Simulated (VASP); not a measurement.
Crystal: In.

```
In
1.0
     5.28646    0.00000    0.00000
    -2.64323    4.57821    0.00000
     0.00000    0.00000    3.24060
In
3
Direct
  0.00000 0.00000 0.00000
  0.33333 0.66667 0.50000
  0.66667 0.33333 0.50000
```

This isn't the form of In at room conditions, which is tetragonal.

```yaml
Program: VASP 6.6.1
Task: relaxation of cell and atoms
Functional: revPBE
Potentials_or_basis: VASP PAW PBE potentials, release 64 (In_d)
Cutoff: 600 eV
k_mesh: 7 × 7 × 10
Occupations: fermi-dirac, width 0.1 eV
Spin: no spin polarisation
```

At the start: pressure 3.9 GPa; volume 26.14 Å³/atom.

Question: Where does the relaxation end?

Answer: Over 8 steps the energy falls by 29.9 meV/atom and the volume is 28.86 Å³/atom (+10.4 %); space group P6/mmm (No. 191, to 0.1 Å) before and after.

The path:
```
step  energy change (eV)  largest force (eV/Å)  pressure (GPa)  volume (Å³)
   1              0.0000                0.0000            3.89        78.43
   2             -0.0884                0.0000            0.23        85.87
   3             -0.0888                0.0000           -0.04        86.55
   4             -0.0888                0.0000            0.03        86.38
   5             -0.0894                0.0000            0.09        86.40
   6             -0.0897                0.0000            0.06        86.42
   7             -0.0897                0.0000            0.06        86.42
   8             -0.0897                0.0000           -0.04        86.59
```

Final structure:
```xyz
3
Lattice="5.4400 0.0000 0.0000 -2.7200 4.7112 0.0000 0.0000 0.0000 3.3785" Properties=species:S:1:pos:R:3 pbc="T T T"
In    0.0000    0.0000    0.0000
In    0.0000    3.1408    1.6892
In    2.7200    1.5704    1.6892
```

Caveat: the PAW data sets were made with another functional, which shifts forces and pressure a little.
